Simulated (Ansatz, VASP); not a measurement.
**Pb in VASP and in Ansatz**

```xyz
2
Lattice="3.0069 -1.6579 -0.0692 3.0069 1.6579 -0.0692 -2.2322 0.0000 6.4994" Properties=species:S:1:pos:R:3 pbc="T T T"
Pb   -0.0827    0.0000    1.7886
Pb    3.8644    0.0000    4.5723
```

Alike in both runs: task single point; functional PBE; k mesh 14 × 14 × 8; occupations gaussian, width 0.1 eV; no spin polarisation.

|  | VASP | Ansatz |
| --- | --- | --- |
| version | VASP 6.6.1 | Ansatz 0.2.0 |
| potentials or method | VASP PAW PBE potentials, release 64 (Pb_d), cutoff 520 eV | scalar-relativistic, plane waves, PAW |
| valence electrons in the cell | 28 | 28 |

Ansatz gave:

| Quantity | Value |
| --- | --- |
| gap on the k mesh at the Fermi level (eV) | none |
| pressure (GPa) | 2.0 |
| traceless stress, the component that is largest in VASP (GPa) | -2.50 |
| rms of the force components (eV/Å) | 0.070 |

Question: Which values does VASP return?

Answer: gap on the k mesh at the Fermi level (eV): none; pressure (GPa): 1.9; traceless stress, the component that is largest in VASP (GPa): -2.49; rms of the force components (eV/Å): 0.070.

Atom by atom the forces differ by 0.000 eV/Å (rms over components). A gap of «none» marks a metal or a gap that the smearing closes. The functional is the same, so the differences come from potentials, cutoffs and numerics.

Spin-orbit coupling is off throughout.
